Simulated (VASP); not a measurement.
# TaVN2 (P4/mmm) in VASP: a series of runs, part 2 of 2

VASP 6.6.1.

**3. Single point, PBE, collinear spin, ferromagnetic start**

This run uses another cell than the first one, of 10.59 Å³/atom.

INCAR reads:

```
PREC = Accurate ; ENCUT = 520
EDIFF = 1E-7 ; ISMEAR = -1
SIGMA = 0.05 ; LREAL = False
LASPH = True ; NELM = 150
ALGO = Normal ; ISIF = 2
LWAVE = False ; LCHARG = False
ISPIN = 2 ; MAGMOM = 0 2 0 0
LORBIT = 11 ; LMAXMIX = 4
GGA = PE ; NBANDS = 29
```

KPOINTS reads:

```
Automatic mesh
0
Gamma
  9 9 6
```

POSCAR reads:

```
TaVN2
1.0
    3.1096834999      0.0000000000      0.0000000000
    0.0000000000      3.1096834999      0.0000000000
    0.0000000000      0.0000000000      4.3803199011
Ta V N
1 1 2
Direct
    0.0000000000      0.0000000000      0.0000000000
    0.5000000000      0.5000000000      0.5000000000
    0.5000000000      0.5000000000      0.0000000000
    0.0000000000      0.0000000000      0.5000000000
```

Potentials or basis: VASP PAW PBE potentials, release 64 (Ta_pv, V_sv, N).

Started as:

```console
> cat potpaw_PBE.64/Ta_pv/POTCAR potpaw_PBE.64/V_sv/POTCAR potpaw_PBE.64/N/POTCAR > POTCAR
> mpirun -np 1 vasp_std > vasp.out
```

OUTCAR:

```text
PREC = Accurate
   ENCUT = 520
   EDIFF = 1E-7
   ISMEAR = -1
   LREAL = False
   LASPH = True
   NELM = 150
   ISIF = 2
   ISPIN = 2
   LORBIT = 11
   GGA = PE

 ion  position               nearest neighbor table
   1  0.000  0.000  0.000-   4 2.19   4 2.19   3 2.20   3 2.20   3 2.20   3 2.20   2 3.10   2 3.10
                             2 3.10   2 3.10   2 3.10   2 3.10   2 3.10   2 3.10
   2  0.500  0.500  0.500-   3 2.19   3 2.19   4 2.20   4 2.20   4 2.20   4 2.20   1 3.10   1 3.10
                             1 3.10   1 3.10   1 3.10   1 3.10   1 3.10   1 3.10
   3  0.500  0.500  0.000-   2 2.19   2 2.19   1 2.20   1 2.20   1 2.20   1 2.20
[... 1771 lines left out ...]
     0.000000000  3.109683500  0.000000000     0.000000000  0.321576135  0.000000000
     0.000000000  0.000000000  4.380319901     0.000000000  0.000000000  0.228293828

 POSITION                                       TOTAL-FORCE (eV/Angst)
 -----------------------------------------------------------------------------------
      0.00000      0.00000      0.00000         0.000000      0.000000      0.000000
      1.55484      1.55484      2.19016         0.000000      0.000000      0.000000
      1.55484      1.55484      0.00000         0.000000      0.000000      0.000000
      0.00000      0.00000      2.19016         0.000000      0.000000      0.000000
 -----------------------------------------------------------------------------------
    total drift:                                0.000000     -0.000000     -0.000000

  FREE ENERGIE OF THE ION-ELECTRON SYSTEM (eV)
  ---------------------------------------------------
  free  energy   TOTEN  =       -41.1492400277 eV

  energy  without entropy=      -41.1286424065  energy(sigma->0) =      -41.13894122

 total charge

# of ion       s       p       d       tot
------------------------------------------
    1        0.286   6.229   2.297   8.812
    2        2.187   6.181   3.093  11.462
    3        1.230   2.505   0.000   3.735
    4        1.232   2.466   0.000   3.697
--------------------------------------------------
tot          4.934  17.381   5.391  27.706

 magnetization (x)

# of ion       s       p       d       tot
------------------------------------------
    1        0.002  -0.002  -0.074  -0.074
    2        0.009   0.008   1.345   1.362
    3        0.000   0.016   0.000   0.016
    4        0.000   0.014   0.000   0.015
--------------------------------------------------
tot          0.012   0.036   1.271   1.319
```

OSZICAR:

```text
N       E                     dE             d eps       ncg     rms          rms(c)
DAV:   1     0.358168465754E+03    0.35817E+03   -0.18536E+04  6984   0.127E+03
DAV:   2    -0.284776026493E+02   -0.38665E+03   -0.36827E+03  7469   0.408E+02
DAV:   3    -0.487278115901E+02   -0.20250E+02   -0.19785E+02  8153   0.975E+01
[... 11 lines left out ...]
DAV:  15    -0.411491276885E+02   -0.31243E-04   -0.27805E-04  8457   0.116E-01    0.117E-01
DAV:  16    -0.411492290707E+02   -0.10138E-03   -0.15380E-04  7884   0.704E-02    0.598E-02
DAV:  17    -0.411492370954E+02   -0.80246E-05   -0.12188E-04  7670   0.730E-02    0.156E-02
DAV:  18    -0.411492389561E+02   -0.18607E-05   -0.13015E-05  7497   0.254E-02    0.105E-02
DAV:  19    -0.411492400528E+02   -0.10968E-05   -0.51724E-06  8321   0.125E-02    0.387E-03
DAV:  20    -0.411492400277E+02    0.25104E-07   -0.27706E-07  6708   0.346E-03
   1 F= -.41149240E+02 E0= -.41138941E+02  d E =-.205976E-01  mag=     1.4190
```

stdout:

```text
POSCAR found type information on POSCAR TaV N
 POSCAR found :  3 types and       4 ions
 scaLAPACK will be used
 LDA part: xc-table for (Slater+PW92), standard interpolation
 POSCAR, INCAR and KPOINTS ok, starting setup
 FFT: planning ... GRIDC
 FFT: planning ... GRID_SOFT
 FFT: planning ... GRID
 WAVECAR not read
 entering main loop
```

Run time: 3.7 min. Hardware: 1 thread of Intel Xeon 8259CL, shared host; peak memory 0.26 GiB.

Results:

| Item | Value |
| --- | --- |
| Free energy | -41.1492 eV |
| Pressure | -15.0 GPa |
| Net moment | 1.42 μB per cell |
| Site moments | Ta -0.07; V +1.36; N +0.02, +0.01 μB |
| Valence electrons inside the program's atomic spheres | Ta 8.81; V 11.46; N 3.73, 3.70 |

Stress tensor (GPa, compression positive):
```
-14.96   0.00   0.00
  0.00 -14.96   0.00
  0.00   0.00 -15.23
```

Caveat: the cell stands under tension; spin-orbit coupling is left out, which moves the levels of the heavy elements. With open d or f shells a metallic result of PBE can be an artefact of self-interaction; +U or a hybrid may open a gap.

**4. Single point, PBEsol**

This run uses another cell than the first one, of 9.99 Å³/atom.

INCAR reads:

```
ALGO     = Normal         # electronic algorithm
EDIFF    = 1E-6           # SCF threshold, eV
ENCUT    = 520            # plane-wave cutoff, eV
GGA      = PS             # functional
ISIF     = 2              # what is computed and relaxed
ISMEAR   = -1             # smearing method
LASPH    = T              # aspherical terms in the spheres
LCHARG   = F              # write CHGCAR
LREAL    = F              # projectors in reciprocal space
LWAVE    = F              # write WAVECAR
NBANDS   = 25             # bands
NELM     = 100            # most SCF steps
PREC     = Accurate       # precision mode
SIGMA    = 0.05           # smearing width, eV
```

KPOINTS reads:

```
k-points
0
Gamma
  9 9 6
```

POSCAR reads:

```
TaVN2
1.0
    3.0498670000      0.0000000000      0.0000000000
    0.0000000000      3.0498670000      0.0000000000
    0.0000000000      0.0000000000      4.2960620000
Ta V N
1 1 2
Direct
    0.0000000000      0.0000000000      0.0000000000
    0.5000000000      0.5000000000      0.5000000000
    0.5000000000      0.5000000000      0.0000000000
    0.0000000000      0.0000000000      0.5000000000
```

Started as:

```console
> cat potpaw_PBE.64/Ta_pv/POTCAR potpaw_PBE.64/V_sv/POTCAR potpaw_PBE.64/N/POTCAR > POTCAR
> mpirun -np 1 vasp_std > vasp.out
```

Run time: 1.7 min. Hardware: 1 thread of Intel Xeon 8259CL, shared host; peak memory 0.2 GiB.

It converged, with:

| Item | Value |
| --- | --- |
| Free energy | -43.7722 eV |
| Pressure | -11.8 GPa |
| Band gap on the k mesh | zero (bands 17 and 18 overlap by 2.18 eV) |

Stress tensor (GPa, compression positive):
```
-10.98   0.00   0.00
  0.00 -10.98   0.00
  0.00   0.00 -13.53
```

Levels at points of the mesh, in eV from the Fermi level:
```
           k point  band 15  band 16  band 17  band 18  band 19  band 20
(0.00, 0.00, 0.00)    -2.84    -2.83    -1.55    -1.55    -1.48    -0.26
(0.00, 0.00, 0.50)    -4.10    -3.99    -2.49    -0.01     0.61     0.61
```

Caveat: the cell stands under tension; the PAW data sets were made with another functional, which shifts forces and pressure a little; spin-orbit coupling is left out, which moves the levels of the heavy elements; the run has no spin polarisation, though such a crystal can be magnetic. With open d or f shells a metallic result of PBEsol can be an artefact of self-interaction; +U or a hybrid may open a gap.

**5. Single point, PBEsol, collinear spin, ferromagnetic start**

This run uses another cell than the first one, of 9.99 Å³/atom.

INCAR reads:

```
  PREC = Accurate
  ENCUT = 520
  EDIFF = 1E-6
  ISMEAR = -1
  SIGMA = 0.05
  LREAL = False
  LASPH = True
  NELM = 150
  ALGO = Normal
  ISIF = 2
  LWAVE = False
  LCHARG = False
  ISPIN = 2
  MAGMOM = 0 2 0 0
  LORBIT = 11
  LMAXMIX = 4
  GGA = PS
  NBANDS = 29
```

KPOINTS reads:

```
Automatic mesh
0
Gamma
  9 9 6
```

POSCAR is that of step 4.

Started as:

```console
> cat potpaw_PBE.64/Ta_pv/POTCAR potpaw_PBE.64/V_sv/POTCAR potpaw_PBE.64/N/POTCAR > POTCAR
> mpirun -np 1 vasp_std > vasp.out
```

Wall time 6.5 min (1 thread of Intel Xeon 8259CL, shared host); peak memory 0.24 GiB.

Results (log left out):

```
Free energy                                           : -43.7722 eV
Pressure                                              : -11.8 GPa
Band gap on the k mesh                                : zero (filled and empty bands overlap)
Net moment                                            : 0.00 μB per cell
Valence electrons inside the program's atomic spheres : Ta 8.96; V 11.55; N 3.76, 3.71
```

Stress tensor (GPa, compression positive):
```
-10.95   0.00   0.00
  0.00 -10.95   0.00
  0.00   0.00 -13.53
```

Levels at points of the mesh, in eV from the Fermi level:
Spin up:
```tsv
k point	band 13	band 14	band 15	band 16	band 17	band 18	band 19	band 20	band 21	band 22
(0.00, 0.00, 0.00)	-4.05	-2.84	-2.84	-2.83	-1.55	-1.55	-1.48	-0.26	-0.17	1.70
(0.00, 0.00, 0.50)	-4.20	-4.10	-4.10	-3.99	-2.49	-0.01	0.61	0.61	1.36	1.98
```
Spin down:
| k point | band 13 | band 14 | band 15 | band 16 | band 17 | band 18 | band 19 | band 20 | band 21 | band 22 |
| --- | --- | --- | --- | --- | --- | --- | --- | --- | --- | --- |
| (0.00, 0.00, 0.00) | -4.05 | -2.84 | -2.84 | -2.83 | -1.55 | -1.55 | -1.48 | -0.26 | -0.17 | 1.70 |
| (0.00, 0.00, 0.50) | -4.20 | -4.10 | -4.10 | -3.99 | -2.49 | -0.01 | 0.61 | 0.61 | 1.36 | 1.98 |

Caveat: the cell stands under tension; the PAW data sets were made with another functional, which shifts forces and pressure a little; spin-orbit coupling is left out, which moves the levels of the heavy elements.

**6. Overview**

| level | spin | cell | gap on the mesh (eV) | pressure (GPa) | moment (μB) |
| --- | --- | --- | --- | --- | --- |
| PBE | collinear, ferromagnetic start | a = 3.090, b = 3.090, c = 4.353 Å, 4 atoms | none | -10.6 | 1.33 |
| PBE | collinear, ferromagnetic start | a = 3.110, b = 3.110, c = 4.380 Å, 4 atoms | none | -15.0 | 1.42 |
| PBEsol | off | a = 3.050, b = 3.050, c = 4.296 Å, 4 atoms | none | -11.8 | - |
| PBEsol | collinear, ferromagnetic start | a = 3.050, b = 3.050, c = 4.296 Å, 4 atoms | none | -11.8 | 0.00 |

Alike in all rows: task single point; potentials or basis VASP PAW PBE potentials, release 64 (Ta_pv, V_sv, N); k mesh 9 × 9 × 6; cutoff (eV) 520; smearing fermi-dirac 0.05 eV.

Caveats: the cell stands under tension; spin-orbit coupling is left out, which moves the levels of the heavy elements; the PAW data sets were made with another functional, which shifts forces and pressure a little (at least some runs).

Absolute energies hang on the potentials; compare differences alone.
